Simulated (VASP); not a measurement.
Set up this calculation in VASP 6.6.1, as the native input.

```
Task                   : single point
Functional             : PBE
Potentials or basis    : VASP PAW PBE potentials, release 64 (Na_pv, C)
Cutoff                 : 520 eV
k mesh                 : 6 × 6 × 6
Occupations            : gaussian, width 0.1 eV
Spin                   : collinear spin, ferromagnetic start
Starting moments       : [0.0, 0.0, 1.0, 1.0, 1.0] μB
Dipole correction      : no
Further INCAR settings : ALGO = Normal; EDIFF = 1e-07; NBANDS = 25
```

The structure of Na2C3 lies in POSCAR:

```
Na2C3
1.0
    2.0651657200      1.1923239800      6.2787436100
   -2.0651657200      1.1923239800      6.2787436100
    0.0000000000     -2.3846479700      6.2787436100
Na C
2 3
Direct
    0.9076397000      0.9076397000      0.9076397000
    0.0923603000      0.0923603000      0.0923603000
    0.0000000000      0.0000000000      0.5000000000
    0.5000000000      0.0000000000      0.0000000000
    0.0000000000      0.5000000000      0.0000000000
```

The input as run:

INCAR

```
SYSTEM = Na2C3
  ALGO = Normal
  EDIFF = 1E-7
  ENCUT = 520
  GGA = PE
  ISIF = 2
  ISMEAR = 0
  ISPIN = 2
  LASPH = .True.
  LCHARG = .False.
  LORBIT = 11
  LREAL = .False.
  LWAVE = .False.
  MAGMOM = 0 0 1 1 1
  NBANDS = 25
  NELM = 150
  PREC = Accurate
  SIGMA = 0.1
```

KPOINTS

```
k-points
0
Gamma
  6 6 6
  0 0 0
```

Potentials or basis: VASP PAW PBE potentials, release 64 (Na_pv, C).

Command:

```sh
$ cat potpaw_PBE.64/Na_pv/POTCAR potpaw_PBE.64/C/POTCAR > POTCAR
$ mpirun -np 1 vasp_std > vasp.out
```

It gave:

```json
{"Pressure": "23.9 GPa", "Largest force": "12.121 eV/Å", "Band gap on the k mesh": "zero (filled and empty bands overlap)", "Net moment": "0.01 μB per cell", "Valence electrons inside the program's atomic spheres": "Na 6.37; C 2.19"}
```

Caveat: forces of over 1 eV/Å act on the atoms, so gaps and moduli don't describe the material at rest.

Run time: 3.5 min on 1 thread of Intel(R) Xeon(R) 6975P-C (Granite Rapids), with other jobs on the host, peak memory 0.47 GiB.
